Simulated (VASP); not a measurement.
Here is a VASP 6.6.1 calculation.

INCAR

```
  PREC = Accurate
  ENCUT = 600
  EDIFF = 1E-6
  ISMEAR = -1
  SIGMA = 0.02
  LREAL = False
  LASPH = True
  NELM = 120
  ALGO = Normal
  ISIF = 2
  LWAVE = False
  LCHARG = False
  GGA = CA
  NBANDS = 16
  GGA_COMPAT = False
```

File KPOINTS:

```
regular mesh
0
Gamma
  5 5 5
```

POSCAR

```
HfMg3
1.0
    4.4334000000      0.0000000000      0.0000000000
    0.0000000000      4.4334000000      0.0000000000
    0.0000000000      0.0000000000      4.4334000000
Mg Hf
3 1
Direct
    0.5000000000      0.5000000000      0.0000000000
    0.5000000000      0.0000000000      0.5000000000
    0.0000000000      0.5000000000      0.5000000000
    0.0000000000      0.0000000000      0.0000000000
```

Potentials or basis: VASP PAW LDA potentials, release 64 (Mg, Hf_pv).

Command:

```console
$ cat potpaw_LDA.64/Mg/POTCAR potpaw_LDA.64/Hf_pv/POTCAR > POTCAR
$ mpirun -np 1 vasp_std > vasp.out
```

What does it give for the band gap on the k mesh?

Zero (bands 8 and 9 overlap by 1.30 eV).

Predict the pressure.

-3.9 GPa.

Caveat: the cell stands under tension; spin-orbit coupling is left out, which moves the levels of the heavy elements.
